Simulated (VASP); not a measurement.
# Rh (P6_3/mmc) in VASP: single point with r2SCAN

Aim: the single point of Rh with r2SCAN.

Program: VASP 6.6.1. These are calculated values, not measurements. Logs are shortened: lines on timing, memory, paths and dates and some standing lists are left out, and cuts for length are marked.

## (1) The cell of the first run

The structure is hexagonal, space group P6_3/mmc (No. 194). The conventional cell has a = 2.660 Å, b = 2.660 Å, c = 4.492 Å, α = 90.00°, β = 90.00°, γ = 120.00°. Within 3.5 Å of Rh (site symmetry -6m2) lie 12 Rh at 2.66 to 2.72 Å.

This isn't the form of Rh at room conditions, which is fcc.

## (2) Single point, r2SCAN

The input, POSCAR:

```
Rh
1.0
    2.6600284078      0.0000000000      0.0000000000
   -1.3300142039      2.3036521760      0.0000000000
    0.0000000000      0.0000000000      4.4923892648
Rh
2
Direct
    0.6666666667      0.3333333333      0.7500000000
    0.3333333333      0.6666666667      0.2500000000
```

The input, INCAR.step1:

```
ALGO = Normal ; EDIFF = 1E-4
ENCUT = 520 ; GGA = PE
ISMEAR = 0 ; LASPH = T
LCHARG = F ; LREAL = F
LWAVE = T ; NBANDS = 22
NELM = 60 ; PREC = Accurate
SIGMA = 0.15
```

The input, INCAR.step2:

```
ALGO = Normal ; EDIFF = 1E-6
ENCUT = 520 ; ISIF = 2
ISMEAR = 0 ; ISTART = 1
LASPH = T ; LCHARG = F
LMIXTAU = T ; LREAL = F
LWAVE = F ; METAGGA = R2SCAN
NBANDS = 22 ; NELM = 60
PREC = Accurate ; SIGMA = 0.15
```

The input, KPOINTS:

```
k-points
0
Gamma
  30 30 16
```

Potentials or basis: VASP PAW PBE potentials, release 64 (Rh_pv).

The run is started by

```bash
$ cat potpaw_PBE.64/Rh_pv/POTCAR > POTCAR
$ cp INCAR.step1 INCAR
$ mpirun -np 1 vasp_std > vasp.out
$ cp INCAR.step2 INCAR
$ mpirun -np 1 vasp_std > vasp.out
```

OUTCAR:

```text
EDIFF = 1E-6
   ENCUT = 520
   ISIF = 2
   ISMEAR = 0
   ISTART = 1
   LASPH = T
   LREAL = F
   METAGGA = R2SCAN
   NELM = 60
   PREC = Accurate

 ion  position               nearest neighbor table
   1  0.667  0.333  0.750-   2 2.72   2 2.72   2 2.72   2 2.72   2 2.72   2 2.72
   2  0.333  0.667  0.250-   1 2.72   1 2.72   1 2.72   1 2.72   1 2.72   1 2.72

  LATTYP: Found a hexagonal cell.
 ALAT       =     2.6600284078
 C/A-ratio  =     1.6888501084

  Lattice vectors:

 A1 = (   2.6600284078,   0.0000000000,   0.0000000000)
 A2 = (  -1.3300142039,   2.3036521760,   0.0000000000)
 A3 = (   0.0000000000,   0.0000000000,   4.4923892648)

Analysis of symmetry for initial positions (statically):
=====================================================================
 Subroutine PRICEL returns:
 Original cell was already a primitive cell.

 Routine SETGRP: Setting up the symmetry group for a
 hexagonal supercell.

 Subroutine GETGRP returns: Found 24 space group operations
 (whereof 12 operations were pure point group operations)
 out of a pool of 24 trial point group operations.

The static configuration has the point symmetry D_3d.
 The point group associated with its full space group is D_6h.

Analysis of symmetry for dynamics (positions and initial velocities):
=====================================================================
 Subroutine PRICEL returns:
 Original cell was already a primitive cell.

 Routine SETGRP: Setting up the symmetry group for a
 hexagonal supercell.

 Subroutine GETGRP returns: Found 24 space group operations
 (whereof 12 operations were pure point group operations)
 out of a pool of 24 trial point group operations.

The dynamic configuration has the point symmetry D_3d.
 The point group associated with its full space group is D_6h.

 Subroutine INISYM returns: Found 24 space group operations
 (whereof 12 operations are pure point group operations),
 and found     1 'primitive' translations

----------------------------------------------------------------------------------------

                                     Primitive cell

  volume of cell :      27.5284

  direct lattice vectors                    reciprocal lattice vectors
     2.660028408  0.000000000  0.000000000     0.375935835  0.217046655  0.000000000
    -1.330014204  2.303652176  0.000000000     0.000000000  0.434093311  0.000000000
     0.000000000  0.000000000  4.492389265     0.000000000  0.000000000  0.222598698

  length of vectors
     2.660028408  2.660028408  4.492389265     0.434093311  0.434093311  0.222598698

  position of ions in fractional coordinates (direct lattice)
     0.666666667  0.333333333  0.750000000
     0.333333333  0.666666667  0.250000000

  ion indices of the primitive-cell ions
   primitive index   ion index
                 1           1
                 2           2

----------------------------------------------------------------------------------------

 KPOINTS: k-points

Automatic generation of k-mesh.
 Grid dimensions read from file:
 generate k-points for:   30   30   16

 Generating k-lattice:

  Cartesian coordinates                     Fractional coordinates (reciprocal lattice)
     0.012531194  0.007234889  0.000000000     0.033333333 -0.000000000  0.000000000
     0.000000000  0.014469777  0.000000000     0.000000000  0.033333333  0.000000000
     0.000000000  0.000000000  0.013912419     0.000000000  0.000000000  0.062500000

  Length of vectors
     0.014469777  0.014469777  0.013912419

  Shift w.r.t. Gamma in fractional coordinates (k-lattice)
     0.000000000  0.000000000  0.000000000

 Subroutine IBZKPT returns following result:
 ===========================================

 Found    819 irreducible k-points:

 Following reciprocal coordinates:
            Coordinates               Weight
  0.000000  0.000000  0.000000      1.000000
  0.033333  0.000000  0.000000      6.000000
  0.066667  0.000000  0.000000      6.000000
  0.100000  0.000000  0.000000      6.000000
  0.133333  0.000000  0.000000      6.000000
  0.166667  0.000000  0.000000      6.000000
[... 16 lines left out ...]
  0.233333  0.033333  0.000000     12.000000
  0.266667  0.033333  0.000000     12.000000
 [... further k-points ...]
   k-points           NKPTS =    819   k-points in BZ     NKDIM =    819   number of bands    NBANDS=     22
   number of dos      NEDOS =    301   number of ions     NIONS =      2
   total plane-waves  NPLWV =  14400
   dimension x,y,z NGX =    20 NGY =   20 NGZ =   36
   dimension x,y,z NGXF=    40 NGYF=   40 NGZF=   72
   ions per type =               2
   NGX,Y,Z   is equivalent  to a cutoff of  12.50, 12.50, 13.32 a.u.
   NGXF,Y,Z  is equivalent  to a cutoff of  25.00, 25.00, 26.64 a.u.
 SYSTEM =  unknown system
   PREC   = accura    normal or accurate (medium, high low for compatibility)
   ISTART =      1    job   : 0-new  1-cont  2-samecut
   ICHARG =      0    charge: 1-file 2-atom 10-const
   ISPIN  =      1    spin polarized calculation?
   LNONCOLLINEAR =      F non collinear calculations
   LSORBIT =      F    spin-orbit coupling
   LASPH  =      T    aspherical Exc in radial PAW
   ENCUT  =  520.0 eV  38.22 Ry    6.18 a.u.   4.95  4.95  8.35*2*pi/ulx,y,z
   NELM   =     60;   NELMIN=  2; NELMDL=  0     # of ELM steps
   EDIFF  = 0.1E-05   stopping-criterion for ELM
   LREAL  =      F    real-space projection
   EDIFFG = 0.1E-04   stopping-criterion for IOM
   NSW    =      0    number of steps for IOM
   IBRION =     -1    ionic relax: 0-MD 1-quasi-New 2-CG
   NFREE  =      0    steps in history (QN), initial steepest desc. (CG)
   ISIF   =      2    stress and relaxation
   ISYM   =      2    0-nonsym 1-usesym 2-fastsym
   POTIM  = 0.5000    time-step for ionic-motion
   TEBEG  =    0.0;   TEEND  =   0.0 temperature during run
   PSTRESS=    0.0 pullay stress
   NELECT =      30.0000    total number of electrons
   NUPDOWN=      -1.0000    fix difference up-down
   EMIN   =  10.00;   EMAX   =-10.00  energy-range for DOS
   EFERMI =   0.00;   METHOD = LEGACY
   ISMEAR =     0;   SIGMA  =   0.15  broadening in eV -4-tet -1-fermi 0-gaus
   EFERMI_NEDOS =   21; number of points for ismear=-14 and -15
   IALGO  =     38    algorithm
   IMIX   =      4    mixing-type and parameters
     AMIX     =   0.40;   BMIX     =  1.00
     AMIX_MAG =   1.60;   BMIX_MAG =  1.00
  volume/ion in A,a.u.               =      13.76        92.89
  Fermi-wavevector in a.u.,A,eV,Ry     =   1.684697  3.183615 38.616096  2.838203
  Thomas-Fermi vector in A             =   2.767673
   LORBIT       =      0    0 simple, 1 ext, 2 COOP (PROOUT), +10 PAW based schemes
   METAGGA = R2SCAN    functional components
   LHFCALC =     F    Hartree Fock is set to
   AEXX    =    0.0000 exact exchange contribution
   IVDW    =     0    specifies the selected vdW correction
   LEPSILON=     F    determine dielectric tensor
   LRPA    =     F    only Hartree local field effects (RPA)
 non-spin polarized calculation
 Gauss-broadening in eV      SIGMA  =   0.15
  energy-cutoff  :      520.00
  volume of cell :       27.53
 maximum number of plane-waves:       771
 NGX is ok and might be reduce to    20
   NGX =  9   NGY =  9   NGZ = 17

 number of electron      29.9999987 magnetization

 Free energy of the ion-electron system (eV)
  ---------------------------------------------------
  ext. energy  EPLUGINS =         0.00000000
  ---------------------------------------------------
  free energy    TOTEN  =       -48.16821481 eV

  energy without entropy =      -48.13258426  energy(sigma->0) =      -48.15039953

 E-fermi :  11.7759     XC(G=0): -15.1953

 val. band max:       11.7738500605   @ k =   0.2333   0.1333   0.1250
 cond. band min:      11.7760365134   @ k =   0.4333   0.0667   0.1875
 fundamental gap:      0.0021864530
 Fermi energy:        11.7759335377

 k-point     1 :       0.0000    0.0000    0.0000
  band No.  band energies     occupation
      1     -36.7787      2.00000
      2     -36.1306      2.00000
      3     -36.1306      2.00000
      4     -36.0602      2.00000
      5     -36.0413      2.00000
      6     -36.0413      2.00000
[... 14 lines left out ...]
     21      29.1322      0.00000
     22      29.1328      0.00000

 k-point     2 :       0.0333    0.0000    0.0000
  band No.  band energies     occupation
      1     -36.7760      2.00000
      2     -36.1381      2.00000
      3     -36.1329      2.00000
      4     -36.0610      2.00000
      5     -36.0490      2.00000
      6     -36.0426      2.00000
[... 14 lines left out ...]
     21      29.1321      0.00000
     22      29.1326      0.00000

 k-point     3 :       0.0667    0.0000    0.0000
  band No.  band energies     occupation
      1     -36.7678      2.00000
      2     -36.1600      2.00000
      3     -36.1394      2.00000
      4     -36.0714      2.00000
      5     -36.0633      2.00000
      6     -36.0466      2.00000
[... 14 lines left out ...]
     21      29.1320      0.00000
     22      29.1327      0.00000

 k-point     4 :       0.1000    0.0000    0.0000
  band No.  band energies     occupation
      1     -36.7544      2.00000
      2     -36.1954      2.00000
      3     -36.1499      2.00000
      4     -36.1076      2.00000
      5     -36.0673      2.00000
      6     -36.0529      2.00000
[... 14 lines left out ...]
     21      29.1319      0.00000
     22      29.1568      0.00000

 k-point     5 :       0.1333    0.0000    0.0000
  band No.  band energies     occupation
      1     -36.7362      2.00000
      2     -36.2428      2.00000
      3     -36.1638      2.00000
      4     -36.1557      2.00000
      5     -36.0730      2.00000
      6     -36.0616      2.00000
[... 417 lines left out ...]
 k-point    22 :       0.2000    0.0333    0.0000
  band No.  band energies     occupation
      1     -36.6706      2.00000
      2     -36.3999      2.00000
      3     -36.3172      2.00000
      4     -36.2084      2.00000
      5     -36.0958      2.00000
      6     -36.0943      2.00000
[... 14 lines left out ...]
     21      29.1319      0.00000
     22      29.1323      0.00000

 k-point    23 :       0.2333    0.0333    0.0000
  band No.  band energies     occupation
      1     -36.6396      2.00000
      2     -36.4695      2.00000
      3     -36.3841      2.00000
      4     -36.2294      2.00000
      5     -36.1081      2.00000
      6     -36.1080      2.00000
[... 14 lines left out ...]
     21      29.1319      0.00000
     22      29.1321      0.00000

 k-point    24 :       0.2667    0.0333    0.0000
  band No.  band energies     occupation
      1     -36.6067      2.00000
      2     -36.5390      2.00000
      3     -36.4505      2.00000
      4     -36.2499      2.00000
      5     -36.1221      2.00000
      6     -36.1219      2.00000
[... 14 lines left out ...]
     21      29.1234      0.00000
     22      29.1375      0.00000

 [... further k-points ...]
[... 5 lines left out ...]
  --------------------------------------------------------------------------------------
  -------------------------------------------------------------------------------------
  Total        0.9983745      0.9983745     -1.0945026      0.0000000      0.0000000      0.0000000
  in kB       58.1063348     58.1063348    -63.7010821      0.0000000      0.0000000      0.0000000
  external PRESSURE =      17.5038625 kB  Pullay stress =       0.0000000 kB

 VOLUME and BASIS-vectors are now :
 -----------------------------------------------------------------------------
  energy-cutoff  :      520.00
  volume of cell :       27.53
      direct lattice vectors                 reciprocal lattice vectors
     2.660028408  0.000000000  0.000000000     0.375935835  0.217046655  0.000000000
    -1.330014204  2.303652176  0.000000000     0.000000000  0.434093311  0.000000000
     0.000000000  0.000000000  4.492389265     0.000000000  0.000000000  0.222598698

 POSITION                                       TOTAL-FORCE (eV/Angst)
 -----------------------------------------------------------------------------------
      1.33001      0.76788      3.36929         0.000000      0.000000      0.000000
     -0.00000      1.53577      1.12310        -0.000000     -0.000000      0.000000
 -----------------------------------------------------------------------------------
    total drift:                               -0.000000      0.000000     -0.000000

  FREE ENERGIE OF THE ION-ELECTRON SYSTEM (eV)
  ---------------------------------------------------
  free  energy   TOTEN  =       -48.1682148106 eV

  energy  without entropy=      -48.1325842567  energy(sigma->0) =      -48.15039953
```

Run time: 11 min. Hardware: 1 thread of Intel Xeon 6975P-C (Granite Rapids), shared host; peak memory 0.47 GiB.

Results:

```yaml
Free_energy: -48.1682 eV
Pressure: 1.8 GPa
Band_gap_on_the_k_mesh: zero (bands 15 and 16 overlap by 2.65 eV)
```

Caveat: the stress differs along the axes, from -6 to 6 GPa; the PAW data sets were made with another functional, which shifts forces and pressure a little.
